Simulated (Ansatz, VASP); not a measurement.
**Si16O in VASP and in Ansatz**

```
Si O
1.0
     0.00000    5.43000    5.43000
     5.43000    0.00000    5.43000
     5.43000    5.43000    0.00000
Si O
16 1
Direct
  0.99311 0.99362 0.04338
  0.16272 0.15026 0.07408
  0.00532 0.99795 0.54311
  0.11908 0.12452 0.67301
  0.99930 0.51561 0.98851
  0.12503 0.61970 0.13480
  0.99695 0.49800 0.51039
  0.12548 0.63369 0.61975
  0.53263 0.01791 0.94892
  0.62096 0.13180 0.12228
  0.49425 0.01047 0.49806
  0.64736 0.14860 0.57895
  0.49924 0.50666 0.99613
  0.62552 0.64442 0.10613
  0.50155 0.52296 0.48163
  0.62281 0.63574 0.62169
  0.17466 0.08321 0.30840
```

Alike in both runs: functional r2SCAN; k mesh 2 × 2 × 2; occupations gaussian, width 0.02 eV; collinear spin.

Ansatz relaxed the structure, and its values are those at the end. VASP's run is a single point on that final structure, the one shown.

```csv
,VASP,Ansatz
version,VASP 6.6.1,Ansatz 0.2.0
potentials or method,"VASP PAW PBE potentials, release 64 (Si, O), cutoff 580 eV","scalar-relativistic, plane waves, PAW"
valence electrons in the cell,70,70
```

|  | VASP | Ansatz | Ansatz less VASP |
| --- | --- | --- | --- |
| gap on the k mesh at the Fermi level (eV) | 0.69 | 0.68 | -0.008 |
| rms of the force components (eV/Å) | 0.015 | 0.006 | -0.0093 |
| net moment per atom (μB) | 0.00 | 0.00 | 0.000 |

VASP's potentials were made for PBE, not for r2SCAN. Ansatz's warnings: lower free energy seen, seeded moment not kept.

The k mesh is coarse, so the values compare programs but aren't converged.
